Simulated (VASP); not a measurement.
The system is Y2AlN3.

```xyz
6
Lattice="5.0983 0.0000 0.0000 -2.5492 4.4153 0.0000 0.0000 0.0000 4.0476" Properties=species:S:1:pos:R:3 pbc="T T T"
Y     0.0000    2.9435    2.5994
Y     2.5492    1.4718    1.4481
Al    0.0000    0.0000    0.0000
N     0.0000    2.9435    0.8192
N     2.5492    1.4718    3.2284
N     0.0000    0.0000    2.0238
```

The cell was generated, and may not be a known phase.

| Quantity | Value |
| --- | --- |
| Program | VASP 6.6.1 |
| Task | relaxation of cell and atoms |
| Functional | PBE |
| Potentials or basis | VASP PAW PBE potentials, release 64 (Y_sv, Al, N) |
| Cutoff | 600 eV |
| k mesh | 6 × 6 × 4 |
| Occupations | gaussian, width 0.1 eV |
| Spin | no spin polarisation |

At the start: pressure 12.3 GPa; volume 15.19 Å³/atom.

Problem. How do energy, volume and symmetry change on relaxing?

Solution. Over 50 steps the energy falls by 1089.6 meV/atom and the volume is 11.92 Å³/atom (-21.5 %); space group P-3m1 (No. 164, to 0.1 Å) before and after.

Step by step:
```tsv
step	energy change (eV)	largest force (eV/Å)	pressure (GPa)	volume (Å³)
1	0.0000	8.4150	12.28	91.11
3	-2.2475	1.7952	-9.37	96.83
5	-2.3677	0.8233	-6.46	95.03
7	-2.9913	0.4465	-5.66	87.98
9	-2.1443	2.5104	38.82	62.29
11	-3.5393	0.6805	3.92	75.60
13	-3.6469	0.5294	-1.92	76.54
15	-3.6999	0.4200	1.91	73.88
17	-3.7480	0.4469	-0.47	73.94
19	-3.7691	0.7610	-1.00	73.83
21	-4.1532	1.7843	1.11	72.40
23	-4.5440	3.6243	9.32	69.79
25	-4.5346	3.8754	10.68	69.46
27	-4.5404	4.1409	11.39	69.37
29	-4.5500	4.0614	11.12	69.42
31	-4.6180	3.9736	10.51	69.59
33	-4.8737	3.6102	8.10	70.27
35	-5.6039	2.3079	-0.85	72.91
37	-5.8115	2.1969	-7.02	74.89
39	-6.1342	1.5159	0.10	71.94
41	-6.1767	1.1650	3.88	70.67
43	-6.4486	0.9334	-0.67	71.99
45	-6.4784	0.8436	-2.05	72.53
47	-6.5276	0.1629	0.82	71.49
49	-6.5359	0.1111	-0.86	71.89
50	-6.5375	0.0339	0.14	71.53
```

Final structure:
```yaml
crystal:
  lattice:
    - [3.42098, 0.00000, 0.00000]
    - [-1.71049, 2.96265, 0.00000]
    - [0.00000, 0.00000, 7.05723]
  atoms:
    - { symbol: Y, position: [0.33333, 0.66667, 0.68551] }
    - { symbol: Y, position: [0.66667, 0.33333, 0.31449] }
    - { symbol: Al, position: [0.00000, 0.00000, 0.00000] }
    - { symbol: N, position: [0.33333, 0.66667, 0.13724] }
    - { symbol: N, position: [0.66667, 0.33333, 0.86276] }
    - { symbol: N, position: [0.00000, 0.00000, 0.50000] }
```

Caveat: the k points lie up to 0.35 Å⁻¹ apart in the final cell; the volume moved by over 15 % at a fixed basis, so the end points are rough.
